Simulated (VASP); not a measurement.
# GaP (F-43m) in VASP: notebook

Aim: see how the results for GaP move with the level of theory and the settings. Levels: PBE0, PBE-based screened hybrid. Tasks: single point.

Program: VASP 6.6.1. These are calculated values, not measurements. Logs are shortened: lines on timing, memory, paths and dates and some standing lists are left out, and cuts for length are marked.

**1. The cell of the first run**

Symmetry: F-43m, No. 216, cubic system. The conventional cell has a = 5.451 Å, b = 5.451 Å, c = 5.451 Å, α = 90.00°, β = 90.00°, γ = 90.00°. Within 3.1 Å of Ga (site symmetry -43m) lie 4 P at 2.36 Å. P (site symmetry -43m) has 4 Ga at 2.36 Å within 3.1 Å.

**2. Single point, PBE0**

Contents of POSCAR:

```
GaP
1.0
    0.0000000000      2.7253992957      2.7253992957
    2.7253992957      0.0000000000      2.7253992957
    2.7253992957      2.7253992957      0.0000000000
Ga P
1 1
Direct
    0.0000000000      0.0000000000      0.0000000000
    0.2500000000      0.2500000000      0.2500000000
```

Contents of INCAR.step1:

```
PREC = Accurate ; ENCUT = 520
EDIFF = 1E-5 ; ISMEAR = 0
SIGMA = 0.01 ; LREAL = F
LASPH = T ; NELM = 100
ALGO = Normal ; ISIF = 2
LWAVE = T ; LCHARG = F
NBANDS = 16 ; GGA = PE
```

Contents of INCAR.step2:

```
PREC = Accurate ; ENCUT = 520
EDIFF = 1E-6 ; ISMEAR = 0
SIGMA = 0.01 ; LREAL = F
LASPH = T ; NELM = 100
ALGO = Normal ; ISIF = 2
LWAVE = F ; LCHARG = F
GGA = PE ; LHFCALC = T
AEXX = 0.25 ; PRECFOCK = Normal
NBANDS = 16 ; ISTART = 1
```

Contents of KPOINTS:

```
regular mesh
0
Gamma
  4 4 4
```

Potentials or basis: VASP PAW PBE potentials, release 64 (Ga_d, P).

Started as:

```
cat potpaw_PBE.64/Ga_d/POTCAR potpaw_PBE.64/P/POTCAR > POTCAR
cp INCAR.step1 INCAR
mpirun -np 1 vasp_std > vasp.out
cp INCAR.step2 INCAR
mpirun -np 1 vasp_std > vasp.out
```

OUTCAR:

```text
PREC = Accurate
   ENCUT = 520
   EDIFF = 1E-6
   ISMEAR = 0
   LREAL = F
   LASPH = T
   NELM = 100
   ISIF = 2
   GGA = PE
   LHFCALC = T
   AEXX = 0.25
   PRECFOCK = Normal
   ISTART = 1

 ion  position               nearest neighbor table
   1  0.000  0.000  0.000-   2 2.36   2 2.36   2 2.36   2 2.36
   2  0.250  0.250  0.250-   1 2.36   1 2.36   1 2.36   1 2.36

  LATTYP: Found a face centered cubic cell.
 ALAT       =     5.4507985914

  Lattice vectors:

 A1 = (   0.0000000000,   2.7253992957,   2.7253992957)
 A2 = (   2.7253992957,   0.0000000000,   2.7253992957)
 A3 = (   2.7253992957,   2.7253992957,   0.0000000000)

Analysis of symmetry for initial positions (statically):
=====================================================================
 Subroutine PRICEL returns:
 Original cell was already a primitive cell.

 Routine SETGRP: Setting up the symmetry group for a
 face centered cubic supercell.

 Subroutine GETGRP returns: Found 24 space group operations
 (whereof 24 operations were pure point group operations)
 out of a pool of 48 trial point group operations.

The static configuration has the point symmetry T_d .

Analysis of symmetry for dynamics (positions and initial velocities):
=====================================================================
 Subroutine PRICEL returns:
 Original cell was already a primitive cell.

 Routine SETGRP: Setting up the symmetry group for a
 face centered cubic supercell.

 Subroutine GETGRP returns: Found 24 space group operations
 (whereof 24 operations were pure point group operations)
 out of a pool of 48 trial point group operations.

The dynamic configuration has the point symmetry T_d .

 Subroutine INISYM returns: Found 24 space group operations
 (whereof 24 operations are pure point group operations),
 and found     1 'primitive' translations

----------------------------------------------------------------------------------------

                                     Primitive cell

  volume of cell :      40.4874

  direct lattice vectors                    reciprocal lattice vectors
     0.000000000  2.725399296  2.725399296    -0.183459356  0.183459356  0.183459356
     2.725399296  0.000000000  2.725399296     0.183459356 -0.183459356  0.183459356
     2.725399296  2.725399296  0.000000000     0.183459356  0.183459356 -0.183459356

  length of vectors
     3.854296647  3.854296647  3.854296647     0.317760926  0.317760926  0.317760926

  position of ions in fractional coordinates (direct lattice)
     0.000000000  0.000000000  0.000000000
     0.250000000  0.250000000  0.250000000

  ion indices of the primitive-cell ions
   primitive index   ion index
                 1           1
                 2           2

----------------------------------------------------------------------------------------

 KPOINTS: regular mesh

Automatic generation of k-mesh.
 Grid dimensions read from file:
 generate k-points for:    4    4    4

 Generating k-lattice:

  Cartesian coordinates                     Fractional coordinates (reciprocal lattice)
    -0.045864839  0.045864839  0.045864839     0.250000000  0.000000000  0.000000000
     0.045864839 -0.045864839  0.045864839     0.000000000  0.250000000  0.000000000
     0.045864839  0.045864839 -0.045864839     0.000000000  0.000000000  0.250000000

  Length of vectors
     0.079440231  0.079440231  0.079440231

  Shift w.r.t. Gamma in fractional coordinates (k-lattice)
     0.000000000  0.000000000  0.000000000

 Subroutine IBZKPT returns following result:
 ===========================================

 Found      8 irreducible k-points:

 Following reciprocal coordinates:
            Coordinates               Weight
  0.000000  0.000000  0.000000      1.000000
  0.250000  0.000000  0.000000      8.000000
  0.500000  0.000000  0.000000      4.000000
  0.250000  0.250000  0.000000      6.000000
  0.500000  0.250000  0.000000     24.000000
 -0.250000  0.250000  0.000000     12.000000
  0.500000  0.500000  0.000000      3.000000
 -0.250000  0.500000  0.250000      6.000000
   k-points           NKPTS =      8   k-points in BZ     NKDIM =     64   number of bands    NBANDS=     16
   number of dos      NEDOS =    301   number of ions     NIONS =      2
   total plane-waves  NPLWV =  27000
   dimension x,y,z NGX =    30 NGY =   30 NGZ =   30
   dimension x,y,z NGXF=    60 NGYF=   60 NGZF=   60
   ions per type =               1   1
   NGX,Y,Z   is equivalent  to a cutoff of  12.94, 12.94, 12.94 a.u.
   NGXF,Y,Z  is equivalent  to a cutoff of  25.88, 25.88, 25.88 a.u.
 SYSTEM =  unknown system
   PREC   = accura    normal or accurate (medium, high low for compatibility)
   ISTART =      1    job   : 0-new  1-cont  2-samecut
   ICHARG =      0    charge: 1-file 2-atom 10-const
   ISPIN  =      1    spin polarized calculation?
   LNONCOLLINEAR =      F non collinear calculations
   LSORBIT =      F    spin-orbit coupling
   LASPH  =      T    aspherical Exc in radial PAW
   ENCUT  =  520.0 eV  38.22 Ry    6.18 a.u.   7.17  7.17  7.17*2*pi/ulx,y,z
   NELM   =    100;   NELMIN=  2; NELMDL=  0     # of ELM steps
   EDIFF  = 0.1E-05   stopping-criterion for ELM
   LREAL  =      F    real-space projection
   EDIFFG = 0.1E-04   stopping-criterion for IOM
   NSW    =      0    number of steps for IOM
   IBRION =     -1    ionic relax: 0-MD 1-quasi-New 2-CG
   NFREE  =      0    steps in history (QN), initial steepest desc. (CG)
   ISIF   =      2    stress and relaxation
   ISYM   =      3    0-nonsym 1-usesym 2-fastsym
   POTIM  = 0.5000    time-step for ionic-motion
   TEBEG  =    0.0;   TEEND  =   0.0 temperature during run
   PSTRESS=    0.0 pullay stress
   NELECT =      18.0000    total number of electrons
   NUPDOWN=      -1.0000    fix difference up-down
   EMIN   =  10.00;   EMAX   =-10.00  energy-range for DOS
   EFERMI =   0.00;   METHOD = LEGACY
   ISMEAR =     0;   SIGMA  =   0.01  broadening in eV -4-tet -1-fermi 0-gaus
   EFERMI_NEDOS =   21; number of points for ismear=-14 and -15
   IALGO  =     38    algorithm
   IMIX   =      1    mixing-type and parameters
     AMIX     =   0.40;   BMIX     =  1.00
     AMIX_MAG =   1.60;   BMIX_MAG =  1.00
  volume/ion in A,a.u.               =      20.24       136.61
  Fermi-wavevector in a.u.,A,eV,Ry     =   1.249469  2.361154 21.241049  1.561173
  Thomas-Fermi vector in A             =   2.383508
   LORBIT       =      0    0 simple, 1 ext, 2 COOP (PROOUT), +10 PAW based schemes
   GGA     = PE    functional components
   LHFCALC =     T    Hartree Fock is set to
   PRECFOCK=normal    Normal, Fast or Accurate (Low or Medium for compatibility)
   ENCUT4O =  -1.0   cutoff for four orbital integrals eV
   NKREDX  =     1    reduce k-point grid by
   NKREDY  =     1    reduce k-point grid by
   NKREDZ  =     1    reduce k-point grid by
   AEXX    =    0.2500 exact exchange contribution
   HFSCREEN=    0.0000 screening length (either q_TF or 0.3 A-1)
   HFSCREENC=   0.0000 screening length for correlation (either q_TF or 0.3 A-1)
   ENCUTFOCK=  -1.0 apply spherical cutoff to Coloumb kernel
   IVDW    =     0    specifies the selected vdW correction
   LEPSILON=     F    determine dielectric tensor
   LRPA    =     F    only Hartree local field effects (RPA)
 non-spin polarized calculation
 Gauss-broadening in eV      SIGMA  =   0.01
  energy-cutoff  :      520.00
  volume of cell :       40.49
 maximum number of plane-waves:      1106
 NGX is ok and might be reduce to    30
  NGX = 24; NGY = 24; NGZ = 24

 number of electron      17.9999989 magnetization

 Free energy of the ion-electron system (eV)
  ---------------------------------------------------
  ext. energy  EPLUGINS =         0.00000000
  ---------------------------------------------------
  free energy    TOTEN  =       -11.60766997 eV

  energy without entropy =      -11.60766997  energy(sigma->0) =      -11.60766997

 E-fermi :   3.8865     XC(G=0):  -7.7561

 val. band max:        3.8417533332   @ k =   0.0000   0.0000   0.0000
 cond. band min:       6.8833920916   @ k =   0.5000   0.5000   0.0000
 fundamental gap:      3.0416387584
 Fermi energy:         3.8865364786

 k-point     1 :       0.0000    0.0000    0.0000
  band No.  band energies     occupation
      1     -13.2545      2.00000
      2     -13.2545      2.00000
      3     -13.2545      2.00000
      4     -13.1533      2.00000
      5     -13.1533      2.00000
      6      -9.9743      2.00000
[... 8 lines left out ...]
     15      15.5271      0.00000
     16      15.5271      0.00000

 k-point     2 :       0.2500    0.0000    0.0000
  band No.  band energies     occupation
      1     -13.2836      2.00000
      2     -13.2409      2.00000
      3     -13.2409      2.00000
      4     -13.1525      2.00000
      5     -13.1525      2.00000
      6      -9.1388      2.00000
[... 8 lines left out ...]
     15      14.6409      0.00000
     16      15.5351      0.00000

 k-point     3 :       0.5000    0.0000    0.0000
  band No.  band energies     occupation
      1     -13.3112      2.00000
      2     -13.2309      2.00000
      3     -13.2309      2.00000
      4     -13.1479      2.00000
      5     -13.1479      2.00000
      6      -7.7393      2.00000
[... 8 lines left out ...]
     15      17.6265      0.00000
     16      17.6265      0.00000

 k-point     4 :       0.2500    0.2500    0.0000
  band No.  band energies     occupation
      1     -13.3048      2.00000
      2     -13.2254      2.00000
      3     -13.2254      2.00000
      4     -13.1673      2.00000
      5     -13.1439      2.00000
      6      -8.8524      2.00000
[... 8 lines left out ...]
     15      16.5559      0.00000
     16      18.5510      0.00000

 k-point     5 :       0.5000    0.2500    0.0000
  band No.  band energies     occupation
      1     -13.3235      2.00000
      2     -13.2179      2.00000
      3     -13.2116      2.00000
      4     -13.1668      2.00000
      5     -13.1427      2.00000
      6      -7.3835      2.00000
[... 8 lines left out ...]
     15      17.7253      0.00000
     16      19.2869      0.00000

 k-point     6 :      -0.2500    0.2500    0.0000
  band No.  band energies     occupation
      1     -13.3082      2.00000
      2     -13.2271      2.00000
      3     -13.2239      2.00000
      4     -13.1548      2.00000
      5     -13.1522      2.00000
      6      -7.9380      2.00000
[... 8 lines left out ...]
     15      16.9900      0.00000
     16      19.3401      0.00000

 k-point     7 :       0.5000    0.5000    0.0000
  band No.  band energies     occupation
      1     -13.3468      2.00000
      2     -13.1950      2.00000
      3     -13.1950      2.00000
      4     -13.1845      2.00000
      5     -13.1345      2.00000
      6      -6.7557      2.00000
[... 8 lines left out ...]
     15      18.3855      0.00000
     16      18.9023      0.00000

 k-point     8 :      -0.2500    0.5000    0.2500
  band No.  band energies     occupation
      1     -13.3276      2.00000
      2     -13.2194      2.00000
      3     -13.1983      2.00000
      4     -13.1681      2.00000
      5     -13.1458      2.00000
      6      -6.6615      2.00000
[... 8 lines left out ...]
     15      17.9264      0.00000
     16      19.8421      0.00000

------------------------ aborting loop because EDIFF is reached ----------------------------------------

  FORCE on cell =-STRESS in cart. coord.  units (eV):
  Direction    XX          YY          ZZ          XY          YZ          ZX
  --------------------------------------------------------------------------------------
  -------------------------------------------------------------------------------------
  Total        0.1632960      0.1632960      0.1632960      0.0000000      0.0000000      0.0000000
  in kB        6.4619810      6.4619810      6.4619810      0.0000000      0.0000000      0.0000000
  external PRESSURE =       6.4619810 kB  Pullay stress =       0.0000000 kB

 VOLUME and BASIS-vectors are now :
 -----------------------------------------------------------------------------
  energy-cutoff  :      520.00
  volume of cell :       40.49
      direct lattice vectors                 reciprocal lattice vectors
     0.000000000  2.725399296  2.725399296    -0.183459356  0.183459356  0.183459356
     2.725399296  0.000000000  2.725399296     0.183459356 -0.183459356  0.183459356
     2.725399296  2.725399296  0.000000000     0.183459356  0.183459356 -0.183459356

 POSITION                                       TOTAL-FORCE (eV/Angst)
 -----------------------------------------------------------------------------------
      0.00000      0.00000      0.00000        -0.000000     -0.000000      0.000000
      1.36270      1.36270      1.36270         0.000000      0.000000     -0.000000
 -----------------------------------------------------------------------------------
    total drift:                               -0.000061     -0.000072     -0.000051

  FREE ENERGIE OF THE ION-ELECTRON SYSTEM (eV)
  ---------------------------------------------------
  free  energy   TOTEN  =       -11.6076699656 eV

  energy  without entropy=      -11.6076699656  energy(sigma->0) =      -11.60766997
```

Wall time 6.9 min (1 thread of Intel Xeon Platinum 8488C (Sapphire Rapids), shared host); peak memory 0.17 GiB.

What came out:

| Item | Value |
| --- | --- |
| Free energy | -11.6077 eV |
| Pressure | 0.6 GPa |
| Band gap on the k mesh | 3.04 eV, indirect (least direct gap 3.58 eV) |

Caveat: the k points lie up to 0.50 Å⁻¹ apart; the PAW data sets were made with another functional, which shifts forces and pressure a little.

**3. Single point, PBE-based screened hybrid**

POSCAR is that of step 2.

Contents of INCAR.step1:

```
SYSTEM = GaP
PREC     = Accurate       ! precision mode
ENCUT    = 520            ! plane-wave cutoff, eV
EDIFF    = 1E-5           ! SCF threshold, eV
ISMEAR   = 0              ! smearing method
SIGMA    = 0.01           ! smearing width, eV
LREAL    = .FALSE.        ! projectors in reciprocal space
LASPH    = .TRUE.         ! aspherical terms in the spheres
NELM     = 60             ! most SCF steps
ALGO     = Normal         ! electronic algorithm
ISIF     = 2              ! what is computed and relaxed
LWAVE    = .TRUE.         ! write WAVECAR
GGA      = PE             ! functional
NBANDS   = 16             ! bands
```

Contents of INCAR.step2:

```
SYSTEM = GaP
PREC     = Accurate       ! precision mode
ENCUT    = 520            ! plane-wave cutoff, eV
EDIFF    = 1E-6           ! SCF threshold, eV
ISMEAR   = 0              ! smearing method
SIGMA    = 0.01           ! smearing width, eV
LREAL    = .FALSE.        ! projectors in reciprocal space
LASPH    = .TRUE.         ! aspherical terms in the spheres
NELM     = 60             ! most SCF steps
ALGO     = Normal         ! electronic algorithm
ISIF     = 2              ! what is computed and relaxed
LWAVE    = .FALSE.        ! write WAVECAR
LCHARG   = .TRUE.         ! write CHGCAR
GGA      = PE             ! functional
LHFCALC  = .TRUE.         ! exact exchange
AEXX     = 0.1            ! exact-exchange fraction
HFSCREEN = 0.2078         ! screening, 1/A
PRECFOCK = Normal       
LELF     = .TRUE.         ! ELF
LVHAR    = .TRUE.       
ISTART   = 1            
NBANDS   = 16             ! bands
```

Contents of KPOINTS:

```
Automatic mesh
0
G
  4 4 4
  0 0 0
```

Potentials or basis: VASP PAW PBE potentials, release 64 (Ga_d, P).

Started as:

```
cat potpaw_PBE.64/Ga_d/POTCAR potpaw_PBE.64/P/POTCAR > POTCAR
cp INCAR.step1 INCAR
mpirun -np 1 vasp_std > vasp.out
cp INCAR.step2 INCAR
mpirun -np 1 vasp_std > vasp.out
```

Wall time 4.8 min (1 thread of Intel Xeon Platinum 8488C (Sapphire Rapids), shared host); peak memory 0.27 GiB.

Results (log left out):

```yaml
Free_energy: -9.6352 eV
Pressure: 2.1 GPa
Band_gap_on_the_k_mesh: 1.89 eV, indirect (least direct gap 2.21 eV)
```

Levels at points of the mesh, in eV from the valence-band top:
```tsv
k point	band 7	band 8	band 9	band 10	band 11	band 12
(0.00, 0.00, 0.00)	0.00	0.00	0.00	2.21	4.22	4.22
(0.50, 0.00, 0.00)	-6.88	-1.16	-1.16	2.00	5.06	5.06
(0.50, 0.50, 0.00)	-7.00	-2.79	-2.79	1.89	2.11	11.17
```

Caveat: the k points lie up to 0.50 Å⁻¹ apart; the PAW data sets were made with another functional, which shifts forces and pressure a little. A k mesh can miss the band edges.

**4. Single point, PBE-based screened hybrid**

POSCAR is that of step 3.

Contents of INCAR.step1:

```
SYSTEM = GaP
ALGO = Normal
EDIFF = 1E-5
ENCUT = 520
GGA = PE
ISIF = 2
ISMEAR = 0
LASPH = .True.
LCHARG = .False.
LREAL = .False.
LWAVE = .True.
NBANDS = 16
NELM = 100
PREC = Accurate
SIGMA = 0.01
```

Contents of INCAR.step2:

```
SYSTEM = GaP
AEXX = 0.75
ALGO = Normal
EDIFF = 1E-6
ENCUT = 520
GGA = PE
HFSCREEN = 0.2078
ISIF = 2
ISMEAR = 0
ISTART = 1
LASPH = .True.
LCHARG = .False.
LHFCALC = .True.
LREAL = .False.
LWAVE = .False.
NBANDS = 16
NELM = 100
PREC = Accurate
PRECFOCK = Normal
SIGMA = 0.01
```

Contents of KPOINTS:

```
k-points
0
Gamma
  4 4 4
  0 0 0
```

Started as:

```
cat potpaw_PBE.64/Ga_d/POTCAR potpaw_PBE.64/P/POTCAR > POTCAR
cp INCAR.step1 INCAR
mpirun -np 1 vasp_std > vasp.out
cp INCAR.step2 INCAR
mpirun -np 1 vasp_std > vasp.out
```

It took 7.6 min on 1 thread of Intel Xeon Platinum 8488C (Sapphire Rapids), shared host; peak memory 0.27 GiB.

Results (log left out):

* Free energy: -14.4672 eV
* Pressure: -2.3 GPa
* Band gap on the k mesh: 3.81 eV, indirect (least direct gap 5.12 eV)

Levels at points of the mesh, in eV from the valence-band top:
```
           k point  band 6  band 7  band 8  band 9  band 10  band 11  band 12  band 13
(0.00, 0.00, 0.00)  -16.13    0.00    0.00    0.00     5.12     6.78     6.78     6.78
(0.50, 0.00, 0.00)  -13.58   -8.21   -1.36   -1.36     4.51     7.60     7.60    11.32
(0.50, 0.50, 0.00)  -12.47   -8.25   -3.32   -3.32     3.81     4.32    15.16    15.16
```

Caveat: the k points lie up to 0.50 Å⁻¹ apart; the PAW data sets were made with another functional, which shifts forces and pressure a little. A k mesh can miss the band edges.

**5. Overview**

```tsv
level	share of exact exchange	screening parameter	gap on the mesh (eV)	pressure (GPa)
PBE0	-	-	3.04	0.6
PBE-based screened hybrid	0.1	0.2078 1/Å	1.89	2.1
PBE-based screened hybrid	0.75	0.2078 1/Å	3.81	-2.3
```

Alike in all rows: task single point; potentials or basis VASP PAW PBE potentials, release 64 (Ga_d, P); no spin polarisation; cell as given; k mesh 4 × 4 × 4; cutoff (eV) 520; smearing gaussian 0.01 eV.

Caveats: all runs use coarse meshes; the PAW data sets were made with another functional, which shifts forces and pressure a little.

Absolute energies hang on the potentials; compare differences alone.
